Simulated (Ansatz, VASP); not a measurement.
## TaCd in VASP and in Ansatz

```xyz
2
Lattice="1.4387 -0.8306 5.0045 0.0000 1.6612 5.0045 -1.4387 -0.8306 5.0045" Properties=species:S:1:pos:R:3 pbc="T T T"
Cd    0.0000    0.0000    0.0000
Ta    0.0000    0.0000    7.5068
```

Alike in both runs: functional LDA; k mesh 13 × 13 × 13; occupations fermi-dirac, width 0.03 eV; no spin polarisation.

Ansatz relaxed the structure, and its values are those at the end. VASP's run is a single point on that final structure, the one shown.

|  | VASP | Ansatz |
| --- | --- | --- |
| version | VASP 6.6.1 | Ansatz 0.2.0 |
| potentials or method | VASP PAW LDA potentials, release 64 (Cd_sv_GW, Ta_sv_GW) | PAW with Ansatz's default frozen-core files, scalar-relativistic |
| plane-wave cutoff (eV) | 630 | 420 |
| valence electrons in the cell | 33 | 33 |

```tsv
	VASP	Ansatz	Ansatz less VASP
pressure (GPa)	0.1	0.0	-0.15
```

LDA's correlation is that of Perdew and Zunger in VASP and of Perdew and Wang (1992) in Ansatz.

Spin-orbit coupling is off throughout.
